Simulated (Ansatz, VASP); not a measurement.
## AgBiTeSe in VASP and in Ansatz

Contents of INCAR:

```
SYSTEM = AgBiTeSe
PREC = Accurate ; ENCUT = 520
EDIFF = 1E-6 ; ISMEAR = 0
SIGMA = 0.1 ; LREAL = .False.
LASPH = .True. ; NELM = 60
ALGO = Normal ; ISIF = 2
LWAVE = .False. ; LCHARG = .False.
GGA = PE ; NBANDS = 27
```

File KPOINTS:

```
Automatic mesh
0
Gamma
  4 4 2
  0 0 0
```

POSCAR

```
AgBiTeSe
1.0
    4.2021930000      0.0000000000      0.0000000000
    0.0000000000      4.2021930000      0.0000000000
    0.0000000000      0.0000000000      6.2922500000
Ag Bi Te Se
1 1 1 1
Direct
    0.0000000000      0.0000000000      0.0000000000
    0.5000000000      0.5000000000      0.5000000000
    0.5000000000      0.5000000000      0.0000000000
    0.0000000000      0.0000000000      0.5000000000
```

Input for Ansatz:

```yaml
crystal:
  lattice:
    - [4.202193, 0.0, 0.0]
    - [0.0, 4.202193, 0.0]
    - [0.0, 0.0, 6.29225]
  atoms:
    - { symbol: Ag, position: [0.0, 0.0, 0.0] }
    - { symbol: Bi, position: [0.5, 0.5, 0.5] }
    - { symbol: Te, position: [0.5, 0.5, 0.0] }
    - { symbol: Se, position: [0.0, 0.0, 0.5] }
basis:
  ecutwfc: 420
kpoints:
  mp_grid: { grid: [4, 4, 2] }
hamiltonian:
  xc: pbe
scf:
  occupations: { method: gaussian, width: 0.1 }
output:
  forces: true
  stress: true
  eigenvalues: true
```

Alike in both runs: task single point; functional PBE; k mesh 4 × 4 × 2; occupations gaussian, width 0.1 eV; no spin polarisation.

|  | VASP | Ansatz |
| --- | --- | --- |
| version | VASP 6.6.1 | Ansatz 0.2.0 |
| potentials or method | VASP PAW PBE potentials, release 64 (Ag, Bi_d, Te, Se), cutoff 520 eV | scalar-relativistic, plane waves, PAW |
| valence electrons in the cell | 38 | 66 |

```tsv
	VASP	Ansatz	Ansatz less VASP
gap on the k mesh at the Fermi level (eV)	none	none	-
pressure (GPa)	0.5	0.5	+0.03
traceless stress, the component that is largest in VASP (GPa)	4.42	4.42	-0.001
```

A gap of «none» marks a metal or a gap that the smearing closes. The functional is the same, so the differences come from potentials, cutoffs and numerics. VASP's potentials hold 38 valence electrons a cell and Ansatz's 66, so a difference there can come from the potentials and not from the codes.

The k mesh is coarse, so the values compare programs but aren't converged. Neither program's run includes spin-orbit coupling.
